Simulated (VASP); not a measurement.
# HfSi2 (Cmcm) in VASP: further runs

HfSi2 is run at these levels: PBE; tasks: single point, relaxation of cell and atoms.

All numbers are computed with VASP 6.6.1; they aren't measurements. Logs are shortened: lines on timing, memory, paths and dates and some standing lists are left out, and cuts for length are marked.

### 1 The cell of the first run

Symmetry: Cmcm, No. 63, orthorhombic system. The conventional cell has a = 3.683 Å, b = 14.593 Å, c = 3.659 Å, α = 90.00°, β = 90.00°, γ = 90.00°. Hf (site symmetry m2m) has 10 Si at 2.70 to 2.97 Å and 2 Hf at 3.58 Å within 3.6 Å. Si (site symmetry m2m) has 2 Si at 2.42 Å and 6 Hf at 2.70 to 2.97 Å within 3.2 Å. Si (site symmetry m2m) has 6 Si at 2.60 to 3.39 Å and 4 Hf at 2.80 Å within 3.4 Å.

### 2 Single point, PBE

Input file INCAR:

```
ALGO = Normal
EDIFF = 1E-6
ENCUT = 500
GGA = PE
GGA_COMPAT = F
ISIF = 2
ISMEAR = 0
LASPH = T
LCHARG = F
LREAL = F
LWAVE = F
NBANDS = 27
NELM = 120
PREC = Accurate
SIGMA = 0.1
```

Input file KPOINTS:

```
k-points
0
Gamma
  10 10 10
```

Input file POSCAR:

```
HfSi2
1.0
    1.8413190567     -7.2964455039      0.0000000000
    1.8413190567      7.2964455039      0.0000000000
    0.0000000000      0.0000000000      3.6590707999
Hf Si
2 4
Direct
    0.6054711515      0.3945288485      0.2500000000
    0.3945288485      0.6054711515      0.7500000000
    0.9457630246      0.0542369754      0.2500000000
    0.0542369754      0.9457630246      0.7500000000
    0.2497015870      0.7502984130      0.2500000000
    0.7502984130      0.2497015870      0.7500000000
```

Potentials or basis: VASP PAW PBE potentials, release 64 (Hf_pv, Si).

The run is started by

```
$ cat potpaw_PBE.64/Hf_pv/POTCAR potpaw_PBE.64/Si/POTCAR > POTCAR
$ mpirun -np 1 vasp_std > vasp.out
```

OUTCAR:

```text
EDIFF = 1E-6
   ENCUT = 500
   GGA = PE
   ISIF = 2
   ISMEAR = 0
   LASPH = T
   LREAL = F
   NELM = 120
   PREC = Accurate

 ion  position               nearest neighbor table
   1  0.605  0.395  0.250-   4 2.70   4 2.70   4 2.70   4 2.70   6 2.80   6 2.80   5 2.80   5 2.80
                             3 2.97   3 2.97   2 3.58   2 3.58
   2  0.395  0.605  0.750-   3 2.70   3 2.70   3 2.70   3 2.70   5 2.80   5 2.80   6 2.80   6 2.80
                             4 2.97   4 2.97   1 3.58   1 3.58
   3  0.946  0.054  0.250-   4 2.42   4 2.42   2 2.70   2 2.70   2 2.70   2 2.70   1 2.97   1 2.97

   4  0.054  0.946  0.750-   3 2.42   3 2.42   1 2.70   1 2.70   1 2.70   1 2.70   2 2.97   2 2.97

   5  0.250  0.750  0.250-   6 2.60   6 2.60   6 2.60   6 2.60   2 2.80   2 2.80   1 2.80   1 2.80

   6  0.750  0.250  0.750-   5 2.60   5 2.60   5 2.60   5 2.60   1 2.80   1 2.80   2 2.80   2 2.80

  LATTYP: Found a base centered orthorhombic cell.
 ALAT       =     3.6826381134
 B/A-ratio  =     3.9626187962
 C/A-ratio  =     0.9936004264

  Lattice vectors:

 A1 = (   1.8413190567,  -7.2964455039,   0.0000000000)
 A2 = (   1.8413190567,   7.2964455039,   0.0000000000)
 A3 = (   0.0000000000,   0.0000000000,   3.6590707999)

Analysis of symmetry for initial positions (statically):
=====================================================================
 Subroutine PRICEL returns:
 Original cell was already a primitive cell.

 Routine SETGRP: Setting up the symmetry group for a
 base centered orthorhombic supercell.

 Subroutine GETGRP returns: Found  8 space group operations
 (whereof  4 operations were pure point group operations)
 out of a pool of  8 trial point group operations.

The static configuration has the point symmetry C_2h.
 The point group associated with its full space group is D_2h.

Analysis of symmetry for dynamics (positions and initial velocities):
=====================================================================
 Subroutine PRICEL returns:
 Original cell was already a primitive cell.

 Routine SETGRP: Setting up the symmetry group for a
 base centered orthorhombic supercell.

 Subroutine GETGRP returns: Found  8 space group operations
 (whereof  4 operations were pure point group operations)
 out of a pool of  8 trial point group operations.

The dynamic configuration has the point symmetry C_2h.
 The point group associated with its full space group is D_2h.

 Subroutine INISYM returns: Found  8 space group operations
 (whereof  4 operations are pure point group operations),
 and found     1 'primitive' translations

----------------------------------------------------------------------------------------

                                     Primitive cell

  volume of cell :      98.3198

  direct lattice vectors                    reciprocal lattice vectors
     1.841319057 -7.296445504  0.000000000     0.271544466 -0.068526517  0.000000000
     1.841319057  7.296445504  0.000000000     0.271544466  0.068526517  0.000000000
     0.000000000  0.000000000  3.659070800     0.000000000  0.000000000  0.273293427

  length of vectors
     7.525195869  7.525195869  3.659070800     0.280057638  0.280057638  0.273293427

  position of ions in fractional coordinates (direct lattice)
     0.605471151  0.394528849  0.250000000
     0.394528849  0.605471151  0.750000000
     0.945763025  0.054236975  0.250000000
     0.054236975  0.945763025  0.750000000
     0.249701587  0.750298413  0.250000000
     0.750298413  0.249701587  0.750000000

  ion indices of the primitive-cell ions
   primitive index   ion index
                 1           1
                 2           2
                 3           3
                 4           4
                 5           5
                 6           6

----------------------------------------------------------------------------------------

 KPOINTS: k-points

Automatic generation of k-mesh.
 Grid dimensions read from file:
 generate k-points for:   10   10   10

 Generating k-lattice:

  Cartesian coordinates                     Fractional coordinates (reciprocal lattice)
     0.027154447 -0.006852652  0.000000000     0.100000000  0.000000000  0.000000000
     0.027154447  0.006852652  0.000000000     0.000000000  0.100000000  0.000000000
     0.000000000  0.000000000  0.027329343     0.000000000  0.000000000  0.100000000

  Length of vectors
     0.028005764  0.028005764  0.027329343

  Shift w.r.t. Gamma in fractional coordinates (k-lattice)
     0.000000000  0.000000000  0.000000000

 Subroutine IBZKPT returns following result:
 ===========================================

 Found    186 irreducible k-points:

 Following reciprocal coordinates:
            Coordinates               Weight
  0.000000  0.000000  0.000000      1.000000
  0.100000 -0.000000  0.000000      4.000000
  0.200000 -0.000000  0.000000      4.000000
  0.300000  0.000000  0.000000      4.000000
  0.400000  0.000000  0.000000      4.000000
  0.500000  0.000000  0.000000      2.000000
[... 16 lines left out ...]
  0.300000  0.300000  0.000000      2.000000
  0.400000  0.300000  0.000000      4.000000
 [... further k-points ...]
   k-points           NKPTS =    186   k-points in BZ     NKDIM =    186   number of bands    NBANDS=     27
   number of dos      NEDOS =    301   number of ions     NIONS =      6
   total plane-waves  NPLWV =  87808
   dimension x,y,z NGX =    56 NGY =   56 NGZ =   28
   dimension x,y,z NGXF=   112 NGYF=  112 NGZF=   56
   ions per type =               2   4
   NGX,Y,Z   is equivalent  to a cutoff of  12.37, 12.37, 12.72 a.u.
   NGXF,Y,Z  is equivalent  to a cutoff of  24.74, 24.74, 25.44 a.u.
 SYSTEM =  unknown system
   PREC   = accura    normal or accurate (medium, high low for compatibility)
   ISTART =      0    job   : 0-new  1-cont  2-samecut
   ICHARG =      2    charge: 1-file 2-atom 10-const
   ISPIN  =      1    spin polarized calculation?
   LNONCOLLINEAR =      F non collinear calculations
   LSORBIT =      F    spin-orbit coupling
   LASPH  =      T    aspherical Exc in radial PAW
   ENCUT  =  500.0 eV  36.75 Ry    6.06 a.u.  13.72 13.72  6.67*2*pi/ulx,y,z
   NELM   =    120;   NELMIN=  2; NELMDL= -5     # of ELM steps
   EDIFF  = 0.1E-05   stopping-criterion for ELM
   LREAL  =      F    real-space projection
   EDIFFG = 0.1E-04   stopping-criterion for IOM
   NSW    =      0    number of steps for IOM
   IBRION =     -1    ionic relax: 0-MD 1-quasi-New 2-CG
   NFREE  =      0    steps in history (QN), initial steepest desc. (CG)
   ISIF   =      2    stress and relaxation
   ISYM   =      2    0-nonsym 1-usesym 2-fastsym
   POTIM  = 0.5000    time-step for ionic-motion
   TEBEG  =    0.0;   TEEND  =   0.0 temperature during run
   PSTRESS=    0.0 pullay stress
   NELECT =      36.0000    total number of electrons
   NUPDOWN=      -1.0000    fix difference up-down
   EMIN   =  10.00;   EMAX   =-10.00  energy-range for DOS
   EFERMI =   0.00;   METHOD = LEGACY
   ISMEAR =     0;   SIGMA  =   0.10  broadening in eV -4-tet -1-fermi 0-gaus
   EFERMI_NEDOS =   21; number of points for ismear=-14 and -15
   IALGO  =     38    algorithm
   IMIX   =      4    mixing-type and parameters
     AMIX     =   0.40;   BMIX     =  1.00
     AMIX_MAG =   1.60;   BMIX_MAG =  1.00
  volume/ion in A,a.u.               =      16.39       110.58
  Fermi-wavevector in a.u.,A,eV,Ry     =   1.171193  2.213235 18.663028  1.371694
  Thomas-Fermi vector in A             =   2.307641
   LORBIT       =      0    0 simple, 1 ext, 2 COOP (PROOUT), +10 PAW based schemes
   GGA     = PE    functional components
   LHFCALC =     F    Hartree Fock is set to
   AEXX    =    0.0000 exact exchange contribution
   IVDW    =     0    specifies the selected vdW correction
   LEPSILON=     F    determine dielectric tensor
   LRPA    =     F    only Hartree local field effects (RPA)
 non-spin polarized calculation
 Gauss-broadening in eV      SIGMA  =   0.10
  energy-cutoff  :      500.00
  volume of cell :       98.32
 maximum number of plane-waves:      2516
   NGX = 27   NGY = 27   NGZ = 13

 number of electron      35.9999997 magnetization

 Free energy of the ion-electron system (eV)
  ---------------------------------------------------
  ext. energy  EPLUGINS =         0.00000000
  ---------------------------------------------------
  free energy    TOTEN  =       -44.93580975 eV

  energy without entropy =      -44.92885214  energy(sigma->0) =      -44.93233095

 E-fermi :   8.3217     XC(G=0): -11.3611

 val. band max:        8.3209768841   @ k =   0.2000  -0.0000   0.4000
 cond. band min:       8.3259803677   @ k =   0.4000   0.4000   0.2000
 fundamental gap:      0.0050034836
 Fermi energy:         8.3216832655

 k-point     1 :       0.0000    0.0000    0.0000
  band No.  band energies     occupation
      1     -22.5212      2.00000
      2     -22.4356      2.00000
      3     -22.4203      2.00000
      4     -22.4055      2.00000
      5     -22.3901      2.00000
      6     -22.3617      2.00000
[... 19 lines left out ...]
     26      10.9288      0.00000
     27      12.6807      0.00000

 k-point     2 :       0.1000   -0.0000    0.0000
  band No.  band energies     occupation
      1     -22.5190      2.00000
      2     -22.4479      2.00000
      3     -22.4316      2.00000
      4     -22.4047      2.00000
      5     -22.3890      2.00000
      6     -22.3607      2.00000
[... 19 lines left out ...]
     26      11.9231      0.00000
     27      11.9508      0.00000

 k-point     3 :       0.2000   -0.0000    0.0000
  band No.  band energies     occupation
      1     -22.5136      2.00000
      2     -22.4798      2.00000
      3     -22.4611      2.00000
      4     -22.4027      2.00000
      5     -22.3859      2.00000
      6     -22.3581      2.00000
[... 594 lines left out ...]
      1     -22.5513      2.00000
      2     -22.5263      2.00000
      3     -22.4983      2.00000
      4     -22.4001      2.00000
      5     -22.3789      2.00000
      6     -22.3524      2.00000
[... 19 lines left out ...]
     26      11.8923      0.00000
     27      12.6281      0.00000

 k-point    24 :       0.4000    0.3000    0.0000
  band No.  band energies     occupation
      1     -22.5212      2.00000
      2     -22.5006      2.00000
      3     -22.4970      2.00000
      4     -22.4045      2.00000
      5     -22.3818      2.00000
      6     -22.3552      2.00000
[... 19 lines left out ...]
     26      12.3908      0.00000
     27      12.6214      0.00000

 [... further k-points ...]
[... 5 lines left out ...]
  --------------------------------------------------------------------------------------
  -------------------------------------------------------------------------------------
  Total        0.0018208      0.0035492     -0.0426484      0.0000000      0.0000000      0.0000000
  in kB        0.0296718      0.0578357     -0.6949796      0.0000000      0.0000000      0.0000000
  external PRESSURE =      -0.2024907 kB  Pullay stress =       0.0000000 kB

 VOLUME and BASIS-vectors are now :
 -----------------------------------------------------------------------------
  energy-cutoff  :      500.00
  volume of cell :       98.32
      direct lattice vectors                 reciprocal lattice vectors
     1.841319057 -7.296445504  0.000000000     0.271544466 -0.068526517  0.000000000
     1.841319057  7.296445504  0.000000000     0.271544466  0.068526517  0.000000000
     0.000000000  0.000000000  3.659070800     0.000000000  0.000000000  0.273293427

 POSITION                                       TOTAL-FORCE (eV/Angst)
 -----------------------------------------------------------------------------------
      1.84132     -1.53913      0.91477         0.000000      0.005116     -0.000000
      1.84132      1.53913      2.74430         0.000000     -0.005116      0.000000
      1.84132     -6.50497      0.91477         0.000000     -0.018184     -0.000000
      1.84132      6.50497      2.74430         0.000000      0.018184     -0.000000
      1.84132      3.65258      0.91477         0.000000      0.000100     -0.000000
      1.84132     -3.65258      2.74430         0.000000     -0.000100     -0.000000
 -----------------------------------------------------------------------------------
    total drift:                               -0.000000     -0.000000      0.000000

  FREE ENERGIE OF THE ION-ELECTRON SYSTEM (eV)
  ---------------------------------------------------
  free  energy   TOTEN  =       -44.9358097538 eV

  energy  without entropy=      -44.9288521389  energy(sigma->0) =      -44.93233095
```

Wall time 8.2 min (1 thread of Intel Xeon Platinum 8488C (Sapphire Rapids), shared host); peak memory 0.54 GiB.

What came out:

```yaml
Free_energy: -44.9358 eV
Pressure: 0.0 GPa
Largest_force: 0.018 eV/Å
Band_gap_on_the_k_mesh: zero (band 18 reaches 8.82 eV, above the bottom of band 19 at 7.91 eV)
```

Forces in eV/Å, atoms in the order of the input:
```
Hf   0.000  0.005  0.000
Hf   0.000 -0.005  0.000
Si   0.000 -0.018  0.000
Si   0.000  0.018  0.000
Si   0.000  0.000  0.000
Si   0.000  0.000  0.000
```

Levels at points of the mesh, in eV from the Fermi level:
```tsv
k point	band 16	band 17	band 18	band 19	band 20	band 21
(0.00, 0.00, 0.00)	-2.53	-2.53	-0.09	1.20	1.33	1.67
(0.50, 0.00, 0.00)	-1.58	-0.86	-0.51	-0.42	0.80	0.84
(0.50, 0.50, 0.00)	-2.13	-1.60	0.33	1.22	1.34	1.54
(0.00, 0.00, 0.50)	-1.96	-0.09	-0.09	0.06	0.06	1.66
(0.50, 0.00, 0.50)	-3.51	-2.41	-2.41	1.90	1.90	2.74
(0.50, 0.50, 0.50)	-2.29	-0.95	-0.95	0.02	0.02	2.42
```

Caveat: spin-orbit coupling is left out, which moves the levels of the heavy elements.

(Part 1 of 2 ends here.)
